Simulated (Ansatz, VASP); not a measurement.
SrCl2: VASP beside Ansatz

POSCAR

```
SrCl2
1.0
    0.0000000000      3.4976509443      3.4976509443
    3.4976509443      0.0000000000      3.4976509443
    3.4976509443      3.4976509443      0.0000000000
Sr Cl
1 2
Direct
    0.0000000000      0.0000000000      0.0000000000
    0.2500000000      0.2500000000      0.2500000000
    0.7500000000      0.7500000000      0.7500000000
```

Contents of INCAR.step1:

```
ALGO     = Normal         # electronic algorithm
EDIFF    = 1E-5           # SCF threshold, eV
ENCUT    = 550            # plane-wave cutoff, eV
GGA      = PE             # functional
GGA_COMPAT= F            
ISMEAR   = 0              # smearing method
ISYM     = 0            
LASPH    = T              # aspherical terms in the spheres
LCHARG   = F              # write CHGCAR
LREAL    = F              # projectors in reciprocal space
LWAVE    = T              # write WAVECAR
NBANDS   = 19             # bands
NELM     = 120            # most SCF steps
PREC     = Accurate       # precision mode
SIGMA    = 0.01           # smearing width, eV
```

File INCAR.step2:

```
ALGO     = Normal         # electronic algorithm
EDIFF    = 1E-6           # SCF threshold, eV
ENCUT    = 550            # plane-wave cutoff, eV
GGA_COMPAT= F            
ISIF     = 2              # what is computed and relaxed
ISMEAR   = 0              # smearing method
ISTART   = 1            
ISYM     = 0            
LASPH    = T              # aspherical terms in the spheres
LCHARG   = F              # write CHGCAR
LMIXTAU  = T            
LREAL    = F              # projectors in reciprocal space
LWAVE    = F              # write WAVECAR
METAGGA  = R2SCAN         # meta-GGA
NBANDS   = 19             # bands
NELM     = 120            # most SCF steps
PREC     = Accurate       # precision mode
SIGMA    = 0.01           # smearing width, eV
```

KPOINTS

```
k-points
0
Gamma
  4 4 4
```

Input for Ansatz:

```yaml
crystal:
  lattice:
    - [0.0, 3.4976509443, 3.4976509443]
    - [3.4976509443, 0.0, 3.4976509443]
    - [3.4976509443, 3.4976509443, 0.0]
  atoms:
    - { symbol: Sr, position: [0.0, 0.0, 0.0] }
    - { symbol: Cl, position: [0.25, 0.25, 0.25] }
    - { symbol: Cl, position: [0.75, 0.75, 0.75] }
  symmetry: { detect: false }
kpoints:
  mp_grid: { grid: [4, 4, 4] }
hamiltonian:
  xc: r2scan
scf:
  occupations: { method: fixed }
  n_extra_bands: 4
output:
  forces: true
  stress: true
  eigenvalues: true
```

Alike in both runs: task single point; functional r2SCAN; k mesh 4 × 4 × 4; no spin polarisation.

|  | VASP | Ansatz |
| --- | --- | --- |
| version | VASP 6.6.1 | Ansatz 0.2.0 |
| potentials or method | VASP PAW PBE potentials, release 64 (Sr_sv, Cl) | plane waves |
| plane-wave cutoff (eV) | 550 | 500 |
| occupations | gaussian, width 0.01 eV | fixed |
| valence electrons in the cell | 24 | 24 |

VASP gave:

- gap on the k mesh at the Fermi level (eV): 5.94
- pressure (GPa): 0.1

Question: Estimate Ansatz's values.

Answer: gap on the k mesh at the Fermi level (eV): 5.94; pressure (GPa): 0.0.

VASP's potentials were made for PBE, not for r2SCAN.
